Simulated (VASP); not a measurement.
A run of VASP 6.6.1:

The input INCAR:

```
SYSTEM = PbO2
PREC     = Accurate       ! precision mode
ENCUT    = 520            ! plane-wave cutoff, eV
EDIFF    = 1E-6           ! SCF threshold, eV
ISMEAR   = 0              ! smearing method
SIGMA    = 0.015          ! smearing width, eV
LREAL    = .FALSE.        ! projectors in reciprocal space
LASPH    = .TRUE.         ! aspherical terms in the spheres
NELM     = 80             ! most SCF steps
ALGO     = Normal         ! electronic algorithm
ISIF     = 2              ! what is computed and relaxed
LWAVE    = .FALSE.        ! write WAVECAR
LCHARG   = .FALSE.        ! write CHGCAR
GGA      = PE             ! functional
NBANDS   = 20             ! bands
```

Contents of KPOINTS:

```
Automatic mesh
0
G
  9 9 9
  0 0 0
```

Contents of POSCAR:

```
PbO2
1.0
    0.0000000000      2.7019920000      2.7019920000
    2.7019920000      0.0000000000      2.7019920000
    2.7019920000      2.7019920000      0.0000000000
Pb O
1 2
Direct
    0.0000000000      0.0000000000      0.0000000000
    0.7500000000      0.7500000000      0.7500000000
    0.2500000000      0.2500000000      0.2500000000
```

Potentials or basis: VASP PAW PBE potentials, release 64 (Pb_d, O).

Launch:

```sh
$ cat potpaw_PBE.64/Pb_d/POTCAR potpaw_PBE.64/O/POTCAR > POTCAR
$ mpirun -np 1 vasp_std > vasp.out
```

Hardware: 1 thread of Intel(R) Xeon(R) Platinum 8259CL CPU @ 2.50GHz (Skylake/Cascade Lake), on a shared host.

Problem. How long does it take, and how much memory?

Solution. It took 21 s on 1 thread of Intel(R) Xeon(R) Platinum 8259CL CPU @ 2.50GHz (Skylake/Cascade Lake), on a shared host, peak memory 0.16 GiB. Counts: scf iterations 13, k points 35.
